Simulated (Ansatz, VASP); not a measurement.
**Two plane-wave programs on RbBr**

File INCAR:

```
ALGO = Normal
EDIFF = 1E-6
ENCUT = 500
GGA = PE
GGA_COMPAT = F
ISIF = 2
ISMEAR = 0
LASPH = T
LCHARG = F
LREAL = F
LWAVE = F
NBANDS = 15
NELM = 120
PREC = Accurate
SIGMA = 0.1
```

Contents of KPOINTS:

```
k-points
0
Gamma
  4 4 4
```

POSCAR

```
RbBr
1.0
    4.0013109824      0.0000000000      0.0000000000
    0.0000000000      4.0013109824      0.0000000000
    0.0000000000      0.0000000000      4.0013109824
Rb Br
1 1
Direct
    0.0000000000      0.0000000000      0.0000000000
    0.5000000000      0.5000000000      0.5000000000
```

Input for Ansatz:

```yaml
crystal:
  lattice:
    - [4.0013109824, 0.0, 0.0]
    - [0.0, 4.0013109824, 0.0]
    - [0.0, 0.0, 4.0013109824]
  atoms:
    - { symbol: Rb, position: [0.0, 0.0, 0.0] }
    - { symbol: Br, position: [0.5, 0.5, 0.5] }
basis:
  ecutwfc: 420
kpoints:
  mp_grid: { grid: [4, 4, 4] }
hamiltonian:
  xc: pbe
scf:
  occupations: { method: gaussian, width: 0.1 }
output:
  forces: true
  stress: true
  eigenvalues: true
```

Alike in both runs: task single point; functional PBE; k mesh 4 × 4 × 4; occupations gaussian, width 0.1 eV; no spin polarisation.

```csv
,VASP,Ansatz
version,VASP 6.6.1,Ansatz 0.2.0
potentials or method,"VASP PAW PBE potentials, release 64 (Rb_sv, Br), cutoff 500 eV","scalar-relativistic, plane waves, PAW"
valence electrons in the cell,16,16
```

|  | VASP | Ansatz | Ansatz less VASP |
| --- | --- | --- | --- |
| gap on the k mesh at the Fermi level (eV) | 4.42 | 4.42 | +0.003 |
| least direct gap on the mesh (eV) | 4.57 | 4.58 | +0.002 |
| pressure (GPa) | 2.9 | 2.9 | -0.05 |
